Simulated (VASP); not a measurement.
Wanted: the native input for a VASP 6.6.1 run.

| Quantity | Value |
| --- | --- |
| Task | relaxation of cell and atoms |
| Functional | LDA |
| Potentials or basis | VASP PAW LDA potentials, release 64 (C) |
| Cutoff | 600 eV |
| k mesh | 12 × 12 × 12 |
| Occupations | gaussian, width 0.02 eV |
| Spin | no spin polarisation |
| Dipole correction | no |
| Further INCAR settings | ALGO = Normal; EDIFF = 1e-06; IBRION = 2; EDIFFG = -0.005; NSW = 100; ISIF = 3 |

The structure of C lies in POSCAR:

```
C
1.0
    0.0000000000      1.7660493900      1.7660493900
    1.7660493900      0.0000000000      1.7660493900
    1.7660493900      1.7660493900      0.0000000000
C
2
Direct
    0.5000000000      0.5000000000      0.5000000000
    0.7500000000      0.7500000000      0.7500000000
```

One way to write it, as run:

INCAR

```
  PREC = Accurate
  ENCUT = 600
  EDIFF = 1E-6
  ISMEAR = 0
  SIGMA = 0.02
  LREAL = False
  LASPH = True
  NELM = 80
  ALGO = Normal
  ISIF = 3
  LWAVE = False
  LCHARG = False
  IBRION = 2
  NSW = 100
  EDIFFG = -0.005
```

KPOINTS

```
regular mesh
0
Gamma
  12 12 12
```

Potentials or basis: VASP PAW LDA potentials, release 64 (C).

Run with:

```console
$ cat potpaw_LDA.64/C/POTCAR > POTCAR
$ mpirun -np 1 vasp_std > vasp.out
```

It gave:

```json
{
 "Relaxed volume": "5.52 Å³/atom",
 "Relaxed cell": "a = 2.499 Å, b = 2.499 Å, c = 2.499 Å, α = 60.00°, β = 60.00°, γ = 60.00°",
 "Space group after relaxing (to 0.05 Å)": "Fd-3m (No. 227)",
 "Energy gained by relaxing": "0.0 meV/atom",
 "Ionic steps": "3",
 "Pressure after relaxing": "0.0 GPa",
 "Band gap on the k mesh": "4.19 eV, indirect (least direct gap 5.62 eV)"
}
```

It took 7.2 s on 1 thread of Intel(R) Xeon(R) Platinum 8488C (Sapphire Rapids), on a shared host, peak memory 0.11 GiB.
